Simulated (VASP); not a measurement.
# BAs (F-43m) in VASP: further runs

Runs on BAs. Level: B3LYP. Tasks: single point.

Everything below comes from runs of VASP 6.6.1. Logs are shortened: lines on timing, memory, paths and dates and some standing lists are left out, and cuts for length are marked.

## (1) The cell of the first run

Symmetry: F-43m, No. 216, cubic system. The conventional cell has a = 4.809 Å, b = 4.809 Å, c = 4.809 Å, α = 90.00°, β = 90.00°, γ = 90.00°. As (site symmetry -43m) has 4 B at 2.08 Å within 2.8 Å. Within 2.8 Å of B (site symmetry -43m) lie 4 As at 2.08 Å.

## (2) Single point, B3LYP

File POSCAR:

```
BAs
1.0
    0.0000000000      2.4043183418      2.4043183418
    2.4043183418      0.0000000000      2.4043183418
    2.4043183418      2.4043183418      0.0000000000
As B
1 1
Direct
    0.7500000000      0.7500000000      0.7500000000
    0.0000000000      0.0000000000      0.0000000000
```

File INCAR.step1:

```
ALGO = Normal
EDIFF = 1E-5
ENCUT = 520
GGA = PE
ISIF = 2
ISMEAR = -1
LASPH = True
LCHARG = False
LREAL = False
LWAVE = True
NBANDS = 11
NELM = 100
PREC = Accurate
SIGMA = 0.05
```

File INCAR.step2:

```
AEXX = 0.2
AGGAC = 0.81
AGGAX = 0.72
ALDAC = 0.19
ALGO = Normal
EDIFF = 1E-6
ENCUT = 520
GGA = B3
ISIF = 2
ISMEAR = -1
ISTART = 1
LASPH = True
LCHARG = False
LHFCALC = True
LREAL = False
LWAVE = False
NBANDS = 11
NELM = 100
PREC = Accurate
PRECFOCK = Normal
SIGMA = 0.05
```

File KPOINTS:

```
k-points
0
Gamma
  5 5 5
```

Potentials or basis: VASP PAW PBE potentials, release 64 (As, B).

On the command line:

```bash
$ cat potpaw_PBE.64/As/POTCAR potpaw_PBE.64/B/POTCAR > POTCAR
$ cp INCAR.step1 INCAR
$ mpirun -np 1 vasp_std > vasp.out
$ cp INCAR.step2 INCAR
$ mpirun -np 1 vasp_std > vasp.out
```

OUTCAR:

```text
AEXX = 0.2
   EDIFF = 1E-6
   ENCUT = 520
   GGA = B3
   ISIF = 2
   ISMEAR = -1
   ISTART = 1
   LASPH = True
   LHFCALC = True
   LREAL = False
   NELM = 100
   PREC = Accurate
   PRECFOCK = Normal

 ion  position               nearest neighbor table
   1  0.750  0.750  0.750-   2 2.08   2 2.08   2 2.08   2 2.08
   2  0.000  0.000  0.000-   1 2.08   1 2.08   1 2.08   1 2.08

  LATTYP: Found a face centered cubic cell.
 ALAT       =     4.8086366836

  Lattice vectors:

 A1 = (   0.0000000000,   2.4043183418,   2.4043183418)
 A2 = (   2.4043183418,   0.0000000000,   2.4043183418)
 A3 = (   2.4043183418,   2.4043183418,   0.0000000000)

Analysis of symmetry for initial positions (statically):
=====================================================================
 Subroutine PRICEL returns:
 Original cell was already a primitive cell.

 Routine SETGRP: Setting up the symmetry group for a
 face centered cubic supercell.

 Subroutine GETGRP returns: Found 24 space group operations
 (whereof 24 operations were pure point group operations)
 out of a pool of 48 trial point group operations.

The static configuration has the point symmetry T_d .

Analysis of symmetry for dynamics (positions and initial velocities):
=====================================================================
 Subroutine PRICEL returns:
 Original cell was already a primitive cell.

 Routine SETGRP: Setting up the symmetry group for a
 face centered cubic supercell.

 Subroutine GETGRP returns: Found 24 space group operations
 (whereof 24 operations were pure point group operations)
 out of a pool of 48 trial point group operations.

The dynamic configuration has the point symmetry T_d .

 Subroutine INISYM returns: Found 24 space group operations
 (whereof 24 operations are pure point group operations),
 and found     1 'primitive' translations

----------------------------------------------------------------------------------------

                                     Primitive cell

  volume of cell :      27.7975

  direct lattice vectors                    reciprocal lattice vectors
     0.000000000  2.404318342  2.404318342    -0.207959151  0.207959151  0.207959151
     2.404318342  0.000000000  2.404318342     0.207959151 -0.207959151  0.207959151
     2.404318342  2.404318342  0.000000000     0.207959151  0.207959151 -0.207959151

  length of vectors
     3.400219607  3.400219607  3.400219607     0.360195815  0.360195815  0.360195815

  position of ions in fractional coordinates (direct lattice)
     0.750000000  0.750000000  0.750000000
     0.000000000  0.000000000  0.000000000

  ion indices of the primitive-cell ions
   primitive index   ion index
                 1           1
                 2           2

----------------------------------------------------------------------------------------

 KPOINTS: k-points

Automatic generation of k-mesh.
 Grid dimensions read from file:
 generate k-points for:    5    5    5

 Generating k-lattice:

  Cartesian coordinates                     Fractional coordinates (reciprocal lattice)
    -0.041591830  0.041591830  0.041591830     0.200000000  0.000000000  0.000000000
     0.041591830 -0.041591830  0.041591830     0.000000000  0.200000000  0.000000000
     0.041591830  0.041591830 -0.041591830     0.000000000  0.000000000  0.200000000

  Length of vectors
     0.072039163  0.072039163  0.072039163

  Shift w.r.t. Gamma in fractional coordinates (k-lattice)
     0.000000000  0.000000000  0.000000000

 Subroutine IBZKPT returns following result:
 ===========================================

 Found     10 irreducible k-points:

 Following reciprocal coordinates:
            Coordinates               Weight
  0.000000  0.000000  0.000000      1.000000
  0.200000  0.000000  0.000000      8.000000
  0.400000  0.000000  0.000000      8.000000
  0.200000  0.200000  0.000000      6.000000
  0.400000  0.200000  0.000000     24.000000
 -0.400000  0.200000  0.000000     24.000000
 -0.200000  0.200000  0.000000     12.000000
  0.400000  0.400000  0.000000      6.000000
 -0.400000  0.400000  0.000000     12.000000
 -0.400000  0.400000  0.200000     24.000000
   k-points           NKPTS =     10   k-points in BZ     NKDIM =    125   number of bands    NBANDS=     11
   number of dos      NEDOS =    301   number of ions     NIONS =      2
   total plane-waves  NPLWV =  21952
   dimension x,y,z NGX =    28 NGY =   28 NGZ =   28
   dimension x,y,z NGXF=    56 NGYF=   56 NGZF=   56
   ions per type =               1   1
   NGX,Y,Z   is equivalent  to a cutoff of  13.69, 13.69, 13.69 a.u.
   NGXF,Y,Z  is equivalent  to a cutoff of  27.38, 27.38, 27.38 a.u.
 SYSTEM =  unknown system
   PREC   = accura    normal or accurate (medium, high low for compatibility)
   ISTART =      1    job   : 0-new  1-cont  2-samecut
   ICHARG =      0    charge: 1-file 2-atom 10-const
   ISPIN  =      1    spin polarized calculation?
   LNONCOLLINEAR =      F non collinear calculations
   LSORBIT =      F    spin-orbit coupling
   LASPH  =      T    aspherical Exc in radial PAW
   ENCUT  =  520.0 eV  38.22 Ry    6.18 a.u.   6.32  6.32  6.32*2*pi/ulx,y,z
   NELM   =    100;   NELMIN=  2; NELMDL=  0     # of ELM steps
   EDIFF  = 0.1E-05   stopping-criterion for ELM
   LREAL  =      F    real-space projection
   EDIFFG = 0.1E-04   stopping-criterion for IOM
   NSW    =      0    number of steps for IOM
   IBRION =     -1    ionic relax: 0-MD 1-quasi-New 2-CG
   NFREE  =      0    steps in history (QN), initial steepest desc. (CG)
   ISIF   =      2    stress and relaxation
   ISYM   =      3    0-nonsym 1-usesym 2-fastsym
   POTIM  = 0.5000    time-step for ionic-motion
   TEBEG  =    0.0;   TEEND  =   0.0 temperature during run
   PSTRESS=    0.0 pullay stress
   NELECT =       8.0000    total number of electrons
   NUPDOWN=      -1.0000    fix difference up-down
   EMIN   =  10.00;   EMAX   =-10.00  energy-range for DOS
   EFERMI =   0.00;   METHOD = LEGACY
   ISMEAR =    -1;   SIGMA  =   0.05  broadening in eV -4-tet -1-fermi 0-gaus
   EFERMI_NEDOS =   21; number of points for ismear=-14 and -15
   IALGO  =     38    algorithm
   IMIX   =      1    mixing-type and parameters
     AMIX     =   0.40;   BMIX     =  1.00
     AMIX_MAG =   1.60;   BMIX_MAG =  1.00
  volume/ion in A,a.u.               =      13.90        93.79
  Fermi-wavevector in a.u.,A,eV,Ry     =   1.080860  2.042530 15.895126  1.168259
  Thomas-Fermi vector in A             =   2.216862
   LORBIT       =      0    0 simple, 1 ext, 2 COOP (PROOUT), +10 PAW based schemes
   GGA     = B3    functional components
   LHFCALC =     T    Hartree Fock is set to
   PRECFOCK=normal    Normal, Fast or Accurate (Low or Medium for compatibility)
   ENCUT4O =  -1.0   cutoff for four orbital integrals eV
   NKREDX  =     1    reduce k-point grid by
   NKREDY  =     1    reduce k-point grid by
   NKREDZ  =     1    reduce k-point grid by
   AEXX    =    0.2000 exact exchange contribution
   HFSCREEN=    0.0000 screening length (either q_TF or 0.3 A-1)
   HFSCREENC=   0.0000 screening length for correlation (either q_TF or 0.3 A-1)
   ENCUTFOCK=  -1.0 apply spherical cutoff to Coloumb kernel
   IVDW    =     0    specifies the selected vdW correction
   LEPSILON=     F    determine dielectric tensor
   LRPA    =     F    only Hartree local field effects (RPA)
 non-spin polarized calculation
  energy-cutoff  :      520.00
  volume of cell :       27.80
 maximum number of plane-waves:       763
 NGX is ok and might be reduce to    28
  NGX = 20; NGY = 20; NGZ = 20

 number of electron       8.0000000 magnetization

 Free energy of the ion-electron system (eV)
  ---------------------------------------------------
  ext. energy  EPLUGINS =         0.00000000
  ---------------------------------------------------
  free energy    TOTEN  =       -12.46166886 eV

  energy without entropy =      -12.46166886  energy(sigma->0) =      -12.46166886

 E-fermi :   6.5076     XC(G=0):  -8.2820

 val. band max:        5.4663767949   @ k =   0.0000   0.0000   0.0000
 cond. band min:       8.0136498607   @ k =   0.4000   0.4000   0.0000
 fundamental gap:      2.5472730658
 Fermi energy:         6.5076377094

 k-point     1 :       0.0000    0.0000    0.0000
  band No.  band energies     occupation
      1     -10.9376      2.00000
      2       5.4664      2.00000
      3       5.4664      2.00000
      4       5.4664      2.00000
      5      10.0803      0.00000
      6      10.0803      0.00000
      7      10.0803      0.00000
      8      11.4408      0.00000
      9      16.7372      0.00000
     10      20.0604      0.00000
     11      20.0604      0.00000

 k-point     2 :       0.2000    0.0000    0.0000
  band No.  band energies     occupation
      1     -10.2554      2.00000
      2       1.5428      2.00000
      3       4.5767      2.00000
      4       4.5767      2.00000
      5       9.9817      0.00000
      6      11.2320      0.00000
      7      11.2320      0.00000
      8      14.1032      0.00000
      9      18.2954      0.00000
     10      18.2954      0.00000
     11      18.3984      0.00000

 k-point     3 :       0.4000    0.0000    0.0000
  band No.  band energies     occupation
      1      -8.4935      2.00000
      2      -2.8924      2.00000
      3       3.6815      2.00000
      4       3.6815      2.00000
      5       9.4995      0.00000
      6      11.7409      0.00000
      7      11.7409      0.00000
      8      16.0591      0.00000
      9      19.2045      0.00000
     10      20.2914      0.00000
     11      20.2914      0.00000
[... 71 lines left out ...]
 k-point     9 :      -0.4000    0.4000    0.0000
  band No.  band energies     occupation
      1      -6.5192      2.00000
      2      -3.3755      2.00000
      3      -0.3201      2.00000
      4       1.6226      2.00000
      5       8.7048      0.00000
      6      11.3145      0.00000
      7      16.9336      0.00000
      8      17.2437      0.00000
      9      18.3886      0.00000
     10      21.3690      0.00000
     11      23.8485      0.00000

 k-point    10 :      -0.4000    0.4000    0.2000
  band No.  band energies     occupation
      1      -7.0438      2.00000
      2      -2.6956      2.00000
      3      -0.1664      2.00000
      4       1.2016      2.00000
      5      11.3431      0.00000
      6      12.2882      0.00000
      7      13.0371      0.00000
      8      16.7402      0.00000
      9      18.1806      0.00000
     10      21.3051      0.00000
     11      23.7926      0.00000

------------------------ aborting loop because EDIFF is reached ----------------------------------------

  FORCE on cell =-STRESS in cart. coord.  units (eV):
  Direction    XX          YY          ZZ          XY          YZ          ZX
  --------------------------------------------------------------------------------------
  -------------------------------------------------------------------------------------
  Total        0.2606123      0.2606123      0.2606123      0.0000000      0.0000000     -0.0000000
  in kB       15.0210270     15.0210270     15.0210270      0.0000000      0.0000000     -0.0000000
  external PRESSURE =      15.0210270 kB  Pullay stress =       0.0000000 kB

 VOLUME and BASIS-vectors are now :
 -----------------------------------------------------------------------------
  energy-cutoff  :      520.00
  volume of cell :       27.80
      direct lattice vectors                 reciprocal lattice vectors
     0.000000000  2.404318342  2.404318342    -0.207959151  0.207959151  0.207959151
     2.404318342  0.000000000  2.404318342     0.207959151 -0.207959151  0.207959151
     2.404318342  2.404318342  0.000000000     0.207959151  0.207959151 -0.207959151

 POSITION                                       TOTAL-FORCE (eV/Angst)
 -----------------------------------------------------------------------------------
      3.60648      3.60648      3.60648         0.000000     -0.000000      0.000000
      0.00000      0.00000      0.00000        -0.000000      0.000000     -0.000000
 -----------------------------------------------------------------------------------
    total drift:                                0.000000      0.000000      0.000000

  FREE ENERGIE OF THE ION-ELECTRON SYSTEM (eV)
  ---------------------------------------------------
  free  energy   TOTEN  =       -12.4616688611 eV

  energy  without entropy=      -12.4616688610  energy(sigma->0) =      -12.46166886
```

Run time: 3.9 min. Hardware: 1 thread of AMD EPYC 7R43 (Zen 3), shared host; peak memory 0.13 GiB.

Results:

| Property | Result |
| --- | --- |
| Free energy | -12.4617 eV |
| Pressure | 1.5 GPa |
| Band gap on the k mesh | 2.55 eV (least direct gap 4.61 eV) |

Caveat: the k points lie up to 0.45 Å⁻¹ apart; the PAW data sets were made with another functional, which shifts forces and pressure a little; an odd mesh through Γ misses points on the zone boundary, where band edges can lie.

## (3) Single point, B3LYP

This run uses another cell than the first one, of 14.17 Å³/atom.

File POSCAR:

```
BAs
1.0
    0.0000000000      2.4199312360      2.4199312360
    2.4199312360      0.0000000000      2.4199312360
    2.4199312360      2.4199312360      0.0000000000
As B
1 1
Direct
    0.7500000000      0.7500000000      0.7500000000
    0.0000000000      0.0000000000      0.0000000000
```

File INCAR.step1:

```
SYSTEM = BAs
ALGO     = Normal         ! electronic algorithm
EDIFF    = 1E-5           ! SCF threshold, eV
ENCUT    = 520            ! plane-wave cutoff, eV
GGA      = PE             ! functional
ISIF     = 2              ! what is computed and relaxed
ISMEAR   = -1             ! smearing method
LASPH    = .TRUE.         ! aspherical terms in the spheres
LCHARG   = .FALSE.        ! write CHGCAR
LREAL    = .FALSE.        ! projectors in reciprocal space
LWAVE    = .TRUE.         ! write WAVECAR
NBANDS   = 11             ! bands
NELM     = 60             ! most SCF steps
PREC     = Accurate       ! precision mode
SIGMA    = 0.05           ! smearing width, eV
```

File INCAR.step2:

```
SYSTEM = BAs
AEXX     = 0.2            ! exact-exchange fraction
AGGAC    = 0.81         
AGGAX    = 0.72         
ALDAC    = 0.19         
ALGO     = Normal         ! electronic algorithm
EDIFF    = 1E-6           ! SCF threshold, eV
ENCUT    = 520            ! plane-wave cutoff, eV
GGA      = B3             ! functional
ISIF     = 2              ! what is computed and relaxed
ISMEAR   = -1             ! smearing method
ISTART   = 1            
LASPH    = .TRUE.         ! aspherical terms in the spheres
LCHARG   = .FALSE.        ! write CHGCAR
LHFCALC  = .TRUE.         ! exact exchange
LREAL    = .FALSE.        ! projectors in reciprocal space
LWAVE    = .FALSE.        ! write WAVECAR
NBANDS   = 11             ! bands
NELM     = 60             ! most SCF steps
PREC     = Accurate       ! precision mode
PRECFOCK = Normal       
SIGMA    = 0.05           ! smearing width, eV
```

File KPOINTS:

```
k-points
0
G
  5 5 5
  0 0 0
```

Potentials or basis: VASP PAW PBE potentials, release 64 (As, B).

On the command line:

```bash
$ cat potpaw_PBE.64/As/POTCAR potpaw_PBE.64/B/POTCAR > POTCAR
$ cp INCAR.step1 INCAR
$ mpirun -np 1 vasp_std > vasp.out
$ cp INCAR.step2 INCAR
$ mpirun -np 1 vasp_std > vasp.out
```

It took 3.9 min on 1 thread of AMD EPYC 7R43 (Zen 3), shared host; peak memory 0.13 GiB.

The run converged. Its results:

| Item | Value |
| --- | --- |
| Free energy | -12.4623 eV |
| Pressure | -1.1 GPa |
| Band gap on the k mesh | 2.56 eV (least direct gap 4.59 eV) |

Levels at points of the mesh, in eV from the valence-band top:
```tsv
k point	band 2	band 3	band 4	band 5	band 6	band 7
(0.00, 0.00, 0.00)	0.00	0.00	0.00	4.59	4.59	4.59
```

Caveat: the k points lie up to 0.45 Å⁻¹ apart; the PAW data sets were made with another functional, which shifts forces and pressure a little; an odd mesh through Γ misses points on the zone boundary, where band edges can lie.

## (4) Single point, B3LYP

This run uses another cell than the first one, of 14.44 Å³/atom.

File POSCAR:

```
BAs
1.0
    0.0000000000      2.4353452264      2.4353452264
    2.4353452264      0.0000000000      2.4353452264
    2.4353452264      2.4353452264      0.0000000000
As B
1 1
Direct
    0.7500000000      0.7500000000      0.7500000000
    0.0000000000      0.0000000000      0.0000000000
```

File INCAR.step1:

```
SYSTEM = BAs
PREC = Accurate ; ENCUT = 520
EDIFF = 1E-5 ; ISMEAR = -1
SIGMA = 0.05 ; LREAL = .FALSE.
LASPH = .TRUE. ; NELM = 100
ALGO = Normal ; ISIF = 2
LWAVE = .TRUE. ; LCHARG = .FALSE.
GGA = PE ; NBANDS = 11
```

File INCAR.step2:

```
SYSTEM = BAs
PREC = Accurate ; ENCUT = 520
EDIFF = 1E-6 ; ISMEAR = -1
SIGMA = 0.05 ; LREAL = .FALSE.
LASPH = .TRUE. ; NELM = 100
ALGO = Normal ; ISIF = 2
LWAVE = .FALSE. ; LCHARG = .FALSE.
GGA = B3 ; LHFCALC = .TRUE.
AEXX = 0.2 ; AGGAX = 0.72
AGGAC = 0.81 ; ALDAC = 0.19
PRECFOCK = Normal ; ISTART = 1
NBANDS = 11
```

File KPOINTS:

```
regular mesh
0
G
  5 5 5
  0 0 0
```

On the command line:

```bash
$ cat potpaw_PBE.64/As/POTCAR potpaw_PBE.64/B/POTCAR > POTCAR
$ cp INCAR.step1 INCAR
$ mpirun -np 1 vasp_std > vasp.out
$ cp INCAR.step2 INCAR
$ mpirun -np 1 vasp_std > vasp.out
```

Wall time 4.1 min (1 thread of AMD EPYC 7R43 (Zen 3), shared host); peak memory 0.13 GiB.

Results (log left out):

| Quantity | Value |
| --- | --- |
| Free energy | -12.4545 eV |
| Pressure | -3.5 GPa |
| Band gap on the k mesh | 2.57 eV (least direct gap 4.56 eV) |

Levels at points of the mesh, in eV from the valence-band top:
```tsv
k point	band 1	band 2	band 3	band 4	band 5	band 6	band 7	band 8
(0.00, 0.00, 0.00)	-16.05	0.00	0.00	0.00	4.56	4.56	4.56	5.45
```

Caveat: the k points lie up to 0.45 Å⁻¹ apart; the PAW data sets were made with another functional, which shifts forces and pressure a little; an odd mesh through Γ misses points on the zone boundary, where band edges can lie.

## (5) Summary

| cell | gap on the mesh (eV) | pressure (GPa) |
| --- | --- | --- |
| a = 3.400 Å, angles 60.0°, 2 atoms | 2.55 | 1.5 |
| a = 3.422 Å, angles 60.0°, 2 atoms | 2.56 | -1.1 |
| a = 3.444 Å, angles 60.0°, 2 atoms | 2.57 | -3.5 |

Alike in all rows: task single point; level B3LYP; potentials or basis VASP PAW PBE potentials, release 64 (As, B); no spin polarisation; k mesh 5 × 5 × 5; cutoff (eV) 520; smearing fermi-dirac 0.05 eV.

Caveats: all runs use coarse meshes; the PAW data sets were made with another functional, which shifts forces and pressure a little; an odd mesh through Γ misses points on the zone boundary, where band edges can lie.

Total energies depend on the potentials used, so only differences within one code and one set of settings carry meaning.
